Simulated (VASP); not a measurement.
Input of a VASP 6.6.1 run:

Contents of INCAR:

```
SYSTEM = AlFe
PREC = Accurate
ENCUT = 520
EDIFF = 1E-6
ISMEAR = 0
SIGMA = 0.1
LREAL = .False.
LASPH = .True.
NELM = 150
ALGO = Fast
ISIF = 2
LWAVE = .False.
LCHARG = .False.
ISPIN = 2
MAGMOM = 0 0.75
LORBIT = 11
LMAXMIX = 4
GGA = PS
NBANDS = 16
```

Contents of KPOINTS:

```
regular mesh
0
Gamma
  14 14 14
  0 0 0
```

The input POSCAR:

```
AlFe
1.0
    2.8162687207      0.0000000000      0.0000000000
    0.0000000000      2.8162687207      0.0000000000
    0.0000000000      0.0000000000      2.8162687207
Al Fe
1 1
Direct
    0.0000000000      0.0000000000      0.0000000000
    0.5000000000      0.5000000000      0.5000000000
```

Potentials or basis: VASP PAW PBE potentials, release 64 (Al, Fe).

The run is started by

```console
$ cat potpaw_PBE.64/Al/POTCAR potpaw_PBE.64/Fe/POTCAR > POTCAR
$ mpirun -np 1 vasp_std > vasp.out
```

Problem. What does it give for the site moments?

Solution. Al -0.02; Fe +0.67 μB.

Problem. Estimate the net moment.

Solution. 0.64 μB per cell.

Problem. Estimate the pressure.

Solution. 6.5 GPa.

Caveat: the cell stands under pressure; the PAW data sets were made with another functional, which shifts forces and pressure a little.
